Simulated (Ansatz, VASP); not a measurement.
# One calculation of B6N, two programs

```
CELL_PARAMETERS angstrom
2.72064 1.57076 4.07801
-2.72064 1.57076 4.07801
0.00000 -3.14153 4.07801
ATOMIC_POSITIONS crystal
B 0.67104 0.20344 0.20344
B 0.20344 0.20344 0.67104
B 0.20344 0.67104 0.20344
B 0.00091 0.33534 0.00091
B 0.00091 0.00091 0.33534
B 0.33534 0.00091 0.00091
B 0.79656 0.32896 0.79656
B 0.32896 0.79656 0.79656
B 0.79656 0.79656 0.32896
B 0.66466 0.99909 0.99909
B 0.99909 0.66466 0.99909
B 0.99909 0.99909 0.66466
N 0.37324 0.37324 0.37324
N 0.62676 0.62676 0.62676
```

Alike in both runs: task relaxation of cell and atoms; functional PBE; k mesh 6 × 6 × 6; occupations gaussian, width 0.1 eV; no spin polarisation.

```csv
,VASP,Ansatz
version,VASP 6.6.1,Ansatz 0.2.0
potentials or method,"VASP PAW PBE potentials, release 64 (B, N), cutoff 600 eV","scalar-relativistic, plane waves, PAW"
valence electrons in the cell,46,46
```

Ansatz gave:

```
gap on the k mesh at the Fermi level, each at its own relaxed structure (eV) : none
relaxed volume (Å³/atom)                                                     : 7.47
relaxed cell length with the largest relative difference (Å)                 : 5.147
```

Question: Which values does VASP return?

Answer: gap on the k mesh at the Fermi level, each at its own relaxed structure (eV): none; relaxed volume (Å³/atom): 7.46; relaxed cell length with the largest relative difference (Å): 5.145.

A gap of «none» marks a metal or a gap that the smearing closes.
